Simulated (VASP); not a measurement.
Input of a VASP 6.6.1 run:

The input INCAR:

```
  PREC = Accurate
  ENCUT = 520
  EDIFF = 1E-6
  ISMEAR = -1
  SIGMA = 0.05
  LREAL = F
  LASPH = T
  NELM = 80
  ALGO = Normal
  ISIF = 2
  LWAVE = F
  LCHARG = F
  GGA = RP
  IVDW = 12
  NBANDS = 14
```

The input KPOINTS:

```
regular mesh
0
Gamma
  10 10 10
```

File POSCAR:

```
ZrB
1.0
    0.0000000000      2.3222015255      2.3222015255
    2.3222015255      0.0000000000      2.3222015255
    2.3222015255      2.3222015255      0.0000000000
Zr B
1 1
Direct
    0.0000000000      0.0000000000      0.0000000000
    0.5000000000      0.5000000000      0.5000000000
```

Potentials or basis: VASP PAW PBE potentials, release 64 (Zr_sv, B).

Command:

```console
$ cat potpaw_PBE.64/Zr_sv/POTCAR potpaw_PBE.64/B/POTCAR > POTCAR
$ mpirun -np 1 vasp_std > vasp.out
```

**Question.** Predict the pressure.

**Answer.** 0.1 GPa.

**Question.** Estimate the dispersion energy per atom.

**Answer.** -2.686 eV.

Caveat: the PAW data sets were made with another functional, which shifts forces and pressure a little; pairwise dispersion overbinds metals, which lowers pressure and volume.
